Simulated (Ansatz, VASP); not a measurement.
## One calculation of Zr2B3, two programs

```xyz
5
Lattice="1.7181 0.9919 6.3283 -1.7181 0.9919 6.3283 0.0000 -1.9839 6.3283" Properties=species:S:1:pos:R:3 pbc="T T T"
Zr    0.0000    0.0000    7.5642
Zr    0.0000    0.0000   11.4206
B    -0.8590    0.4960    3.1641
B     0.0000   -0.9919    3.1641
B     0.8590    0.4960    3.1641
```

Change from the starting cell: the structure that the rattled cell fell into.

Alike in both runs: task relaxation of cell and atoms; functional PBE; k mesh 12 × 12 × 12; occupations gaussian, width 0.1 eV; no spin polarisation.

```csv
,VASP,Ansatz
version,VASP 6.6.1,Ansatz 0.2.0
potentials or method,"VASP PAW PBE potentials, release 64 (Zr_sv, B), cutoff 600 eV","scalar-relativistic, plane waves, PAW"
valence electrons in the cell,33,33
```

Ansatz gave:

```
gap on the k mesh at the Fermi level, each at its own relaxed structure (eV) : none
relaxed volume (Å³/atom)                                                     : 13.00
relaxed cell length with the largest relative difference (Å)                 : 6.600
```

Q: Which values does VASP return?

A: gap on the k mesh at the Fermi level, each at its own relaxed structure (eV): none; relaxed volume (Å³/atom): 13.00; relaxed cell length with the largest relative difference (Å): 6.601.

A gap of «none» marks a metal or a gap that the smearing closes.
